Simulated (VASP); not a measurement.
Write the native input for VASP 6.6.1 that does the following.

- Task: single point
- Functional: LDA
- Potentials or basis: VASP PAW LDA potentials, release 64 (Ca_sv, O_h)
- Cutoff: 1340 eV
- k mesh: 8 × 8 × 8
- Occupations: gaussian, width 0.05 eV
- Spin: no spin polarisation
- Dipole correction: no
- Further INCAR settings: ALGO = Normal; EDIFF = 1e-06; NBANDS = 15

The structure of CaO lies in POSCAR:

```
CaO
1.0
    0.0000000000      2.3378444264      2.3378444264
    2.3378444264      0.0000000000      2.3378444264
    2.3378444264      2.3378444264      0.0000000000
Ca O
1 1
Direct
    0.5000000000      0.5000000000      0.5000000000
    0.0000000000      0.0000000000      0.0000000000
```

These files were run (other wordings do the same):

INCAR

```
PREC = Accurate ; ENCUT = 1340
EDIFF = 1E-6 ; ISMEAR = 0
SIGMA = 0.05 ; LREAL = False
LASPH = True ; NELM = 120
ALGO = Normal ; ISIF = 2
LWAVE = False ; LCHARG = True
LELF = True ; LVHAR = True
NBANDS = 15 ; GGA_COMPAT = False
```

KPOINTS

```
Automatic mesh
0
Gamma
  8 8 8
```

Potentials or basis: VASP PAW LDA potentials, release 64 (Ca_sv, O_h).

Command:

```console
$ cat potpaw_LDA.64/Ca_sv/POTCAR potpaw_LDA.64/O_h/POTCAR > POTCAR
$ mpirun -np 1 vasp_std > vasp.out
```

It gave:

* Pressure: 3.8 GPa
* Band gap on the k mesh: 3.40 eV (least direct gap 3.75 eV)

Caveat: the cell stands under pressure.

It took 29 s on 1 thread of Intel(R) Xeon(R) Platinum 8375C CPU @ 2.90GHz (Ice Lake), with other jobs on the host, peak memory 0.23 GiB.
